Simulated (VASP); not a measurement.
WC:

```xyz
2
Lattice="2.9060 0.0000 0.0000 -1.4530 2.5167 0.0000 0.0000 0.0000 2.8370" Properties=species:S:1:pos:R:3 pbc="T T T"
W     0.0000    0.0000    0.0000
C     0.0000    1.6778    1.4185
```

- Program: VASP 6.6.1
- Task: relaxation of cell and atoms
- Functional: LDA
- Potentials or basis: VASP PAW LDA potentials, release 64 (W_sv, C)
- Cutoff: 600 eV
- k mesh: 15 × 15 × 15
- Occupations: gaussian, width 0.1 eV
- Spin: no spin polarisation

At the start: pressure -7.5 GPa; volume 10.37 Å³/atom.

Question: How do energy, volume and symmetry change on relaxing?

Answer: Over 10 steps the energy falls by 4.4 meV/atom and the volume is 10.19 Å³/atom (-1.8 %); space group P-6m2 (No. 187, to 0.05 Å).

Step by step:
```csv
step,energy change (eV),largest force (eV/Å),pressure (GPa),volume (Å³)
1,0.0000,0.0000,-7.45,20.75
2,0.0715,0.0000,25.24,19.33
3,-0.0089,0.0000,-0.20,20.39
4,-0.0089,0.0000,-0.04,20.38
5,-0.0089,0.0000,0.11,20.37
6,-0.0089,0.0000,-0.31,20.39
7,-0.0089,0.0000,-0.05,20.38
8,-0.0089,0.0000,-0.05,20.38
9,-0.0089,0.0000,0.07,20.37
10,-0.0089,0.0000,0.02,20.38
```

Final structure:
```
CELL_PARAMETERS angstrom
2.88966 0.00000 0.00000
-1.44483 2.50252 0.00000
0.00000 0.00000 2.81763
ATOMIC_POSITIONS crystal
W 0.00000 0.00000 0.00000
C 0.33333 0.66667 0.50000
```
